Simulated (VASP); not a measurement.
A run of VASP 6.6.1 is set up as follows.

INCAR

```
ALGO = Normal
EDIFF = 1E-6
ENCUT = 520
GGA = PE
ISIF = 2
ISMEAR = 0
LASPH = True
LCHARG = False
LREAL = False
LWAVE = False
NBANDS = 26
NELM = 60
PREC = Accurate
SIGMA = 0.05
```

File KPOINTS:

```
k-points
0
Gamma
  6 6 6
```

Contents of POSCAR:

```
BN
1.0
    3.6260020000      0.0000000000      0.0000000000
    0.0000000000     -3.6260020000      0.0000000000
    0.0000000000      0.0000000000     -3.6260020000
B N
4 4
Direct
    0.0000000000      0.5000000000      0.5000000000
    0.5000000000      0.0000000000      0.5000000000
    0.5000000000      0.5000000000      0.0000000000
    0.0000000000      0.0000000000      0.0000000000
    0.7500000000      0.7500000000      0.7362107081
    0.2500000000      0.2500000000      0.7500000000
    0.2500000000      0.7500000000      0.2500000000
    0.7500000000      0.2500000000      0.2500000000
```

Potentials or basis: VASP PAW PBE potentials, release 64 (B, N).

Launch:

```console
$ cat potpaw_PBE.64/B/POTCAR potpaw_PBE.64/N/POTCAR > POTCAR
$ mpirun -np 1 vasp_std > vasp.out
```

Question: Predict the largest force.

Answer: 1.749 eV/Å.

Question: What does it give for the band gap on the k mesh?

Answer: 4.33 eV.

Question: What does it give for the pressure?

Answer: 0.1 GPa.

Forces on the atoms (eV/Å):
```
B    0.105  0.105  0.314
B   -0.105 -0.105  0.314
B    0.069 -0.069  0.276
B   -0.069  0.069  0.276
N    0.000  0.000 -1.749
N    0.000  0.000 -0.121
N    0.000  0.000  0.344
N    0.000  0.000  0.344
```

Caveat: the cell differs from its parent crystal (atom 5 (N) moved +0.050 Å along Cartesian [0 0 1]); forces of over 1 eV/Å act on the atoms, so gaps and moduli don't describe the material at rest. A k mesh can miss the band edges.
